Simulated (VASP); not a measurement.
A run of VASP 6.6.1 is set up as follows.

File INCAR:

```
PREC = Accurate ; ENCUT = 600
EDIFF = 1E-6 ; ISMEAR = 0
SIGMA = 0.01 ; LREAL = F
LASPH = T ; NELM = 120
ALGO = Normal ; ISIF = 2
LWAVE = F ; LCHARG = F
GGA = PS ; NBANDS = 26
GGA_COMPAT = F
```

File KPOINTS:

```
Automatic mesh
0
Gamma
  8 8 8
```

File POSCAR:

```
SiC
1.0
    4.3567947627      0.0000000000      0.0000000000
    0.0000000000     -4.3567947627      0.0000000000
    0.0000000000      0.0000000000     -4.3567947627
Si C
4 4
Direct
    0.2500000000      0.2500000000      0.2500000000
    0.7500000000      0.7500000000      0.2500000000
    0.7500000000      0.2500000000      0.7500000000
    0.2500000000      0.7500000000      0.7500000000
    0.0000000000      1.0000000000      1.0000000000
    0.5000000000      0.5000000000      1.0000000000
    0.5000000000      1.0000000000      0.5000000000
    0.0000000000      0.5000000000      0.5000000000
```

Potentials or basis: VASP PAW PBE potentials, release 64 (Si, C).

Command:

```bash
$ cat potpaw_PBE.64/Si/POTCAR potpaw_PBE.64/C/POTCAR > POTCAR
$ mpirun -np 1 vasp_std > vasp.out
```

Question: Predict the band gap on the k mesh.

Answer: 1.23 eV.

Question: Predict the pressure.

Answer: 0.2 GPa.

Caveat: the PAW data sets were made with another functional, which shifts forces and pressure a little. A k mesh can miss the band edges.
